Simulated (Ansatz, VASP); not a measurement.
This is a calculation of CaTiS2 for Ansatz 0.2.0.

The input input.yaml:

```yaml
crystal:
  lattice:
    - [3.5707264573, 0.0, 0.0]
    - [-1.7853632286, 3.092339822, 0.0]
    - [0.0, 0.0, 6.4079644893]
  atoms:
    - { symbol: Ti, position: [0.0, 0.0, 0.0] }
    - { symbol: Ca, position: [0.0, 0.0, 0.5] }
    - { symbol: S, position: [0.6666666667, 0.3333333333, 0.219663] }
    - { symbol: S, position: [0.3333333333, 0.6666666667, 0.780337] }
hamiltonian:
  xc: pbe
  pseudopotentials: { kind: paw }
kpoints:
  mp_grid: { grid: [8, 8, 4] }
scf:
  occupations: { method: fermi_dirac, width: 0.05 }
output:
  forces: true
  stress: true
  eigenvalues: true
```

Potentials or basis: Ansatz PAW.

Launch:

```console
$ ansatz run input.yaml --threads 2 --pin off --max-ram 5120MiB --backend cpu --events-out ev --progress --plain --runs-dir out
```

Problem. Translate it to VASP 6.6.1. Potentials there: VASP PAW PBE potentials, release 64 (Ti_sv, Ca_sv, S).

Solution. As run (the cutoff follows the program's own potentials):

The input INCAR:

```
ALGO = Normal ; EDIFF = 1E-7
ENCUT = 520 ; GGA = PE
ISIF = 2 ; ISMEAR = -1
LASPH = T ; LCHARG = F
LREAL = F ; LWAVE = F
NBANDS = 25 ; NELM = 80
PREC = Accurate ; SIGMA = 0.05
```

The input KPOINTS:

```
k-points
0
Gamma
  8 8 4
```

Contents of POSCAR:

```
CaTiS2
1.0
    3.5707264573      0.0000000000      0.0000000000
   -1.7853632286      3.0923398220      0.0000000000
    0.0000000000      0.0000000000      6.4079644893
Ti Ca S
1 1 2
Direct
    0.0000000000      0.0000000000      0.0000000000
    0.0000000000      0.0000000000      0.5000000000
    0.6666666667      0.3333333333      0.2196630000
    0.3333333333      0.6666666667      0.7803370000
```

Potentials or basis: VASP PAW PBE potentials, release 64 (Ti_sv, Ca_sv, S).

Run with:

```sh
$ cat potpaw_PBE.64/Ti_sv/POTCAR potpaw_PBE.64/Ca_sv/POTCAR potpaw_PBE.64/S/POTCAR > POTCAR
$ mpirun -np 1 vasp_std > vasp.out
```

Both were run:

|  | VASP | Ansatz | Ansatz less VASP |
| --- | --- | --- | --- |
| gap on the k mesh at the Fermi level (eV) | none | none | - |
| pressure (GPa) | 6.5 | 6.4 | -0.18 |
| traceless stress, the component that is largest in VASP (GPa) | 0.87 | 0.81 | -0.062 |
| rms of the force components (eV/Å) | 0.043 | 0.050 | +0.0073 |

Atom by atom the forces differ by 0.007 eV/Å (rms over components). A gap of «none» marks a metal or a gap that the smearing closes.
